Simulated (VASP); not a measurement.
MgBe2I6: single point with PBE

The system is MgBe2I6.

```
Mg Be I
1.0
    -3.61455    6.26058    0.00000
    -7.22909    0.00000    0.00000
    -3.61455    2.08686    8.22440
Mg Be I
1 2 6
Direct
  0.00000 0.00000 0.00000
  0.73209 0.73209 0.80373
  0.26791 0.26791 0.19627
  0.24391 0.94987 0.21759
  0.58863 0.24391 0.21759
  0.94987 0.58863 0.21759
  0.75609 0.05013 0.78241
  0.41137 0.75609 0.78241
  0.05013 0.41137 0.78241
```

* Program: VASP 6.6.1
* Task: single point
* Functional: PBE
* Potentials or basis: VASP PAW PBE potentials, release 64 (Mg, Be, I)
* Cutoff: 520 eV
* k mesh: 3 × 3 × 3
* Occupations: gaussian, width 0.1 eV
* Spin: no spin polarisation

```json
{"Pressure": "0.0 GPa", "Largest force": "0.015 eV/Å", "Band gap on the k mesh": "3.30 eV (least direct gap 3.34 eV)"}
```

Forces in eV/Å, atoms in the order of the input:
```
Mg   0.000  0.000  0.000
Be   0.000  0.000  0.001
Be   0.000  0.000 -0.001
I    0.014 -0.005 -0.003
I   -0.003  0.014 -0.003
I   -0.011 -0.009 -0.003
I   -0.014  0.005  0.003
I    0.003 -0.014  0.003
I    0.011  0.009  0.003
```

Levels at points of the mesh, in eV from the valence-band top:
```csv
k point,band 21,band 22,band 23,band 24,band 25,band 26,band 27,band 28
"(0.00, 0.00, 0.00)",-0.23,-0.23,0.00,0.00,3.37,3.83,4.36,5.12
```

It took 62 s on 1 thread of AMD EPYC 9R45 96-Core Processor (Zen 5), on a shared host, peak memory 0.48 GiB.

Caveat: spin-orbit coupling is left out, which moves the levels of the heavy elements; an odd mesh through Γ misses points on the zone boundary, where band edges can lie; this functional lacks dispersion, which binds the layers, so the pressure and a relaxed spacing across them are unreliable.
